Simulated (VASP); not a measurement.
# Mg (R-3m) in VASP: a series of runs

Runs on Mg. Level: PBE. Tasks: electric field gradients.

Program: VASP 6.6.1. These are calculated values, not measurements. Logs are shortened: lines on timing, memory, paths and dates and some standing lists are left out, and cuts for length are marked.

## 1. The cell of the first run

The structure is trigonal, space group R-3m (No. 166). Conventional cell: a = 3.206 Å, b = 3.206 Å, c = 7.619 Å, α = 90.00°, β = 90.00°, γ = 120.00°. Mg (site symmetry -3m) has 12 Mg at 3.14 to 3.21 Å within 4.1 Å.

## 2. Electric field gradients, PBE (equal xy, yz and zx shear strains of -2 %)

INCAR

```
PREC = Accurate ; ENCUT = 520
EDIFF = 1E-8 ; ISMEAR = -1
SIGMA = 0.03 ; LREAL = False
LASPH = True ; NELM = 60
ALGO = Normal ; ISIF = 2
LWAVE = False ; LCHARG = False
GGA = PE ; LEFG = True
NBANDS = 7
```

KPOINTS

```
regular mesh
0
Gamma
  16 16 16
```

POSCAR

```
Mg
1.0
   -0.0448851200      2.2218134400      2.2218134400
    2.2218134400     -0.0448851200      2.2218134400
    2.2218134400      2.2218134400     -0.0448851200
Mg
1
Direct
    0.0000000000      0.0000000000      0.0000000000
```

Potentials or basis: VASP PAW PBE potentials, release 64 (Mg).

Launch:

```console
$ cat potpaw_PBE.64/Mg/POTCAR > POTCAR
$ mpirun -np 1 vasp_std > vasp.out
```

OUTCAR:

```text
PREC = Accurate
   ENCUT = 520
   EDIFF = 1E-8
   ISMEAR = -1
   LREAL = False
   LASPH = True
   NELM = 60
   ISIF = 2
   GGA = PE

 ion  position               nearest neighbor table
   1  0.000  0.000  0.000-

  LATTYP: Found a trigonal (rhomboedric) cell.
 ALAT       =     3.1424392752
 COS(alpha) =     0.4797000918

  Lattice vectors:

 A1 = (  -0.0448851200,   2.2218134400,   2.2218134400)
 A2 = (   2.2218134400,  -0.0448851200,   2.2218134400)
 A3 = (   2.2218134400,   2.2218134400,  -0.0448851200)

Analysis of symmetry for initial positions (statically):
=====================================================================
 Subroutine PRICEL returns:
 Original cell was already a primitive cell.

 Routine SETGRP: Setting up the symmetry group for a
 trigonal (rhombohedral) supercell.

 Subroutine GETGRP returns: Found 12 space group operations
 (whereof 12 operations were pure point group operations)
 out of a pool of 12 trial point group operations.

The static configuration has the point symmetry D_3d.

Analysis of symmetry for dynamics (positions and initial velocities):
=====================================================================
 Subroutine PRICEL returns:
 Original cell was already a primitive cell.

 Routine SETGRP: Setting up the symmetry group for a
 trigonal (rhombohedral) supercell.

 Subroutine GETGRP returns: Found 12 space group operations
 (whereof 12 operations were pure point group operations)
 out of a pool of 12 trial point group operations.

The dynamic configuration has the point symmetry D_3d.

 Subroutine INISYM returns: Found 12 space group operations
 (whereof 12 operations are pure point group operations),
 and found     1 'primitive' translations

----------------------------------------------------------------------------------------

                                     Primitive cell

  volume of cell :      22.6004

  direct lattice vectors                    reciprocal lattice vectors
    -0.044885120  2.221813440  2.221813440    -0.218334263  0.222836000  0.222836000
     2.221813440 -0.044885120  2.221813440     0.222836000 -0.218334263  0.222836000
     2.221813440  2.221813440 -0.044885120     0.222836000  0.222836000 -0.218334263

  length of vectors
     3.142439275  3.142439275  3.142439275     0.383381815  0.383381815  0.383381815

  position of ions in fractional coordinates (direct lattice)
     0.000000000  0.000000000  0.000000000

  ion indices of the primitive-cell ions
   primitive index   ion index
                 1           1

----------------------------------------------------------------------------------------

 KPOINTS: regular mesh

Automatic generation of k-mesh.
 Grid dimensions read from file:
 generate k-points for:   16   16   16

 Generating k-lattice:

  Cartesian coordinates                     Fractional coordinates (reciprocal lattice)
    -0.013645891  0.013927250  0.013927250     0.062500000  0.000000000  0.000000000
     0.013927250 -0.013645891  0.013927250     0.000000000  0.062500000  0.000000000
     0.013927250  0.013927250 -0.013645891     0.000000000  0.000000000  0.062500000

  Length of vectors
     0.023961363  0.023961363  0.023961363

  Shift w.r.t. Gamma in fractional coordinates (k-lattice)
     0.000000000  0.000000000  0.000000000

 Subroutine IBZKPT returns following result:
 ===========================================

 Found    417 irreducible k-points:

 Following reciprocal coordinates:
            Coordinates               Weight
  0.000000  0.000000  0.000000      1.000000
  0.062500  0.000000  0.000000      6.000000
  0.125000  0.000000  0.000000      6.000000
  0.187500  0.000000 -0.000000      6.000000
  0.250000  0.000000  0.000000      6.000000
  0.312500  0.000000  0.000000      6.000000
[... 16 lines left out ...]
 -0.125000  0.062500  0.000000     12.000000
 -0.062500  0.062500  0.000000      6.000000
 [... further k-points ...]
   k-points           NKPTS =    417   k-points in BZ     NKDIM =    417   number of bands    NBANDS=      7
   number of dos      NEDOS =    301   number of ions     NIONS =      1
   total plane-waves  NPLWV =  13824
   dimension x,y,z NGX =    24 NGY =   24 NGZ =   24
   dimension x,y,z NGXF=    48 NGYF=   48 NGZF=   48
   ions per type =               1
   NGX,Y,Z   is equivalent  to a cutoff of  12.70, 12.70, 12.70 a.u.
   NGXF,Y,Z  is equivalent  to a cutoff of  25.39, 25.39, 25.39 a.u.
 SYSTEM =  unknown system
   PREC   = accura    normal or accurate (medium, high low for compatibility)
   ISTART =      0    job   : 0-new  1-cont  2-samecut
   ICHARG =      2    charge: 1-file 2-atom 10-const
   ISPIN  =      1    spin polarized calculation?
   LNONCOLLINEAR =      F non collinear calculations
   LSORBIT =      F    spin-orbit coupling
   LASPH  =      T    aspherical Exc in radial PAW
   ENCUT  =  520.0 eV  38.22 Ry    6.18 a.u.   5.84  5.84  5.84*2*pi/ulx,y,z
   NELM   =     60;   NELMIN=  2; NELMDL= -5     # of ELM steps
   EDIFF  = 0.1E-07   stopping-criterion for ELM
   LREAL  =      F    real-space projection
   EDIFFG = 0.1E-06   stopping-criterion for IOM
   NSW    =      0    number of steps for IOM
   IBRION =     -1    ionic relax: 0-MD 1-quasi-New 2-CG
   NFREE  =      0    steps in history (QN), initial steepest desc. (CG)
   ISIF   =      2    stress and relaxation
   ISYM   =      2    0-nonsym 1-usesym 2-fastsym
   POTIM  = 0.5000    time-step for ionic-motion
   TEBEG  =    0.0;   TEEND  =   0.0 temperature during run
   PSTRESS=    0.0 pullay stress
   NELECT =       2.0000    total number of electrons
   NUPDOWN=      -1.0000    fix difference up-down
   EMIN   =  10.00;   EMAX   =-10.00  energy-range for DOS
   EFERMI =   0.00;   METHOD = LEGACY
   ISMEAR =    -1;   SIGMA  =   0.03  broadening in eV -4-tet -1-fermi 0-gaus
   EFERMI_NEDOS =   21; number of points for ismear=-14 and -15
   IALGO  =     38    algorithm
   IMIX   =      4    mixing-type and parameters
     AMIX     =   0.40;   BMIX     =  1.00
     AMIX_MAG =   1.60;   BMIX_MAG =  1.00
  volume/ion in A,a.u.               =      22.60       152.51
  Fermi-wavevector in a.u.,A,eV,Ry     =   0.729535  1.378621  7.241312  0.532221
  Thomas-Fermi vector in A             =   1.821281
   LORBIT       =      0    0 simple, 1 ext, 2 COOP (PROOUT), +10 PAW based schemes
   GGA     = PE    functional components
   LHFCALC =     F    Hartree Fock is set to
   AEXX    =    0.0000 exact exchange contribution
   IVDW    =     0    specifies the selected vdW correction
   LEPSILON=     F    determine dielectric tensor
   LRPA    =     F    only Hartree local field effects (RPA)
 non-spin polarized calculation
  energy-cutoff  :      520.00
  volume of cell :       22.60
 maximum number of plane-waves:       621
   NGX = 11   NGY = 11   NGZ = 11

 number of electron       2.0000000 magnetization

 Free energy of the ion-electron system (eV)
  ---------------------------------------------------
  ext. energy  EPLUGINS =         0.00000000
  ---------------------------------------------------
  free energy    TOTEN  =        -1.48991993 eV

  energy without entropy =       -1.48864017  energy(sigma->0) =       -1.48928005

 E-fermi :   2.6866     XC(G=0):  -8.5399

 val. band max:        2.6862422868   @ k =  -0.4375   0.4375   0.0000
 cond. band min:       2.6901544127   @ k =  -0.4375  -0.4375   0.1250
 fundamental gap:      0.0039121259
 Fermi energy:         2.6866029548

 k-point     1 :       0.0000    0.0000    0.0000
  band No.  band energies     occupation
      1      -4.2847      2.00000
      2      14.8939      0.00000
      3      14.8939      0.00000
      4      15.6846      0.00000
      5      16.8755      0.00000
      6      16.8755      0.00000
      7      17.1188      0.00000

 k-point     2 :       0.0625    0.0000    0.0000
  band No.  band energies     occupation
      1      -4.1980      2.00000
      2      13.5458      0.00000
      3      14.7052      0.00000
      4      15.3840      0.00000
      5      17.0604      0.00000
      6      17.2096      0.00000
      7      18.0550      0.00000
[... 201 lines left out ...]
 k-point    23 :      -0.1250    0.0625    0.0000
  band No.  band energies     occupation
      1      -3.7404      2.00000
      2      10.8322      0.00000
      3      12.7971      0.00000
      4      15.6051      0.00000
      5      17.4418      0.00000
      6      18.1794      0.00000
      7      18.3011      0.00000

 k-point    24 :      -0.0625    0.0625    0.0000
  band No.  band energies     occupation
      1      -4.0554      2.00000
      2      12.6176      0.00000
      3      13.5076      0.00000
      4      15.6280      0.00000
      5      17.1225      0.00000
      6      18.0958      0.00000
      7      18.3269      0.00000

 [... further k-points ...]

------------------------ aborting loop because EDIFF is reached ----------------------------------------

  FORCE on cell =-STRESS in cart. coord.  units (eV):
  Direction    XX          YY          ZZ          XY          YZ          ZX
  --------------------------------------------------------------------------------------
  -------------------------------------------------------------------------------------
  Total        0.1075844      0.1075844      0.1075844      0.0670199      0.0670199      0.0670199
  in kB        7.6268252      7.6268252      7.6268252      4.7511462      4.7511462      4.7511462
  external PRESSURE =       7.6268252 kB  Pullay stress =       0.0000000 kB

 VOLUME and BASIS-vectors are now :
 -----------------------------------------------------------------------------
  energy-cutoff  :      520.00
  volume of cell :       22.60
      direct lattice vectors                 reciprocal lattice vectors
    -0.044885120  2.221813440  2.221813440    -0.218334263  0.222836000  0.222836000
     2.221813440 -0.044885120  2.221813440     0.222836000 -0.218334263  0.222836000
     2.221813440  2.221813440 -0.044885120     0.222836000  0.222836000 -0.218334263

 POSITION                                       TOTAL-FORCE (eV/Angst)
 -----------------------------------------------------------------------------------
      0.00000      0.00000      0.00000        -0.000000      0.000000      0.000000
 -----------------------------------------------------------------------------------
    total drift:                               -0.000000      0.000000     -0.000000

  FREE ENERGIE OF THE ION-ELECTRON SYSTEM (eV)
  ---------------------------------------------------
  free  energy   TOTEN  =        -1.4899199296 eV

  energy  without entropy=       -1.4886401665  energy(sigma->0) =       -1.48928005

 Electric field gradients (V/A^2)
---------------------------------------------------------------------
 ion       V_xx      V_yy      V_zz      V_xy      V_xz      V_yz
---------------------------------------------------------------------
   1      -0.000     0.000     0.000    -0.733    -0.733    -0.733
---------------------------------------------------------------------

 Electric field gradients after diagonalization (V/A^2)
 (convention: |V_zz| > |V_xx| > |V_yy|)
----------------------------------------------------------------------
 ion       V_xx      V_yy      V_zz     asymmetry (V_yy - V_xx)/ V_zz
----------------------------------------------------------------------
   1       0.733     0.733    -1.466       0.000
----------------------------------------------------------------------

           NMR quadrupolar parameters

 Cq : quadrupolar parameter    Cq=e*Q*V_zz/h
 eta: asymmetry parameters     (V_yy - V_xx)/ V_zz
 Q  : nuclear electric quadrupole moment in mb (millibarn)
----------------------------------------------------------------------
 ion       Cq(MHz)       eta       Q (mb)
----------------------------------------------------------------------
   1      -0.004       0.000       1.000
----------------------------------------------------------------------
```

It took 28 s on 1 thread of Intel Xeon Platinum 8488C (Sapphire Rapids), shared host; peak memory 0.19 GiB.

What came out:

```
Free energy            : -1.4899 eV
Pressure               : 0.8 GPa
Band gap on the k mesh : zero (band 1 reaches 4.11 eV, above the bottom of band 2 at 1.33 eV)
```

Electric field gradients, principal values (V/Å²):
```
atom  least  middle  greatest (by size)
1 Mg  0.733   0.733              -1.466
```

Caveat: the cell differs from its parent crystal (equal xy, yz and zx shear strains of -2 %); without QUAD_EFG the Cq values of the log hold for a quadrupole moment of 1 mb, not for the nuclei.

## 3. Electric field gradients, PBE (equal xy, yz and zx shear strains of +1 %)

INCAR

```
SYSTEM = Mg
ALGO = Normal ; EDIFF = 1E-8
ENCUT = 520 ; GGA = PE
ISIF = 2 ; ISMEAR = -1
LASPH = .TRUE. ; LCHARG = .FALSE.
LEFG = .TRUE. ; LREAL = .FALSE.
LWAVE = .FALSE. ; NBANDS = 7
NELM = 80 ; PREC = Accurate
SIGMA = 0.03
```

KPOINTS

```
k-points
0
G
  16 16 16
  0 0 0
```

POSCAR

```
Mg
1.0
    0.0224425600      2.2554772800      2.2554772800
    2.2554772800      0.0224425600      2.2554772800
    2.2554772800      2.2554772800      0.0224425600
Mg
1
Direct
    0.0000000000      0.0000000000      0.0000000000
```

Potentials or basis: VASP PAW PBE potentials, release 64 (Mg).

Launch:

```console
$ cat potpaw_PBE.64/Mg/POTCAR > POTCAR
$ mpirun -np 1 vasp_std > vasp.out
```

OUTCAR:

```text
SYSTEM = Mg
   EDIFF = 1E-8
   ENCUT = 520
   GGA = PE
   ISIF = 2
   ISMEAR = -1
   LASPH = .TRUE.
   LREAL = .FALSE.
   NELM = 80
   PREC = Accurate

 ion  position               nearest neighbor table
   1  0.000  0.000  0.000-

  LATTYP: Found a trigonal (rhomboedric) cell.
 ALAT       =     3.1898055097
 COS(alpha) =     0.5099250056

  Lattice vectors:

 A1 = (   0.0224425600,   2.2554772800,   2.2554772800)
[... 446 lines left out ...]
    total drift:                               -0.000000      0.000000      0.000000

  FREE ENERGIE OF THE ION-ELECTRON SYSTEM (eV)
  ---------------------------------------------------
  free  energy   TOTEN  =        -1.4909896905 eV

  energy  without entropy=       -1.4891469192  energy(sigma->0) =       -1.49006830

 Electric field gradients (V/A^2)
---------------------------------------------------------------------
 ion       V_xx      V_yy      V_zz      V_xy      V_xz      V_yz
---------------------------------------------------------------------
   1      -0.000    -0.000     0.000     0.312     0.312     0.312
---------------------------------------------------------------------

 Electric field gradients after diagonalization (V/A^2)
 (convention: |V_zz| > |V_xx| > |V_yy|)
----------------------------------------------------------------------
 ion       V_xx      V_yy      V_zz     asymmetry (V_yy - V_xx)/ V_zz
----------------------------------------------------------------------
   1      -0.312    -0.312     0.624       0.000
----------------------------------------------------------------------

           NMR quadrupolar parameters

 Cq : quadrupolar parameter    Cq=e*Q*V_zz/h
 eta: asymmetry parameters     (V_yy - V_xx)/ V_zz
 Q  : nuclear electric quadrupole moment in mb (millibarn)
----------------------------------------------------------------------
 ion       Cq(MHz)       eta       Q (mb)
----------------------------------------------------------------------
   1       0.002       0.000       1.000
----------------------------------------------------------------------
```

stdout:

```text
POSCAR found type information on POSCAR Mg
 POSCAR found :  1 types and       1 ions
 scaLAPACK will be used
 LDA part: xc-table for (Slater+PW92), standard interpolation
 POSCAR, INCAR and KPOINTS ok, starting setup
 FFT: planning ... GRIDC
 FFT: planning ... GRID_SOFT
 FFT: planning ... GRID
 WAVECAR not read
 entering main loop
ion   1
```

It took 26 s on 1 thread of Intel Xeon Platinum 8488C (Sapphire Rapids), shared host; peak memory 0.19 GiB.

What came out:

```
Free energy            : -1.4910 eV
Pressure               : 0.7 GPa
Band gap on the k mesh : zero (band 1 reaches 4.13 eV, above the bottom of band 2 at 1.28 eV)
```

Electric field gradients, principal values (V/Å²):
```tsv
atom	least	middle	greatest (by size)
1 Mg	-0.312	-0.312	0.624
```

Caveat: the cell differs from its parent crystal (equal xy, yz and zx shear strains of +1 %); without QUAD_EFG the Cq values of the log hold for a quadrupole moment of 1 mb, not for the nuclei.
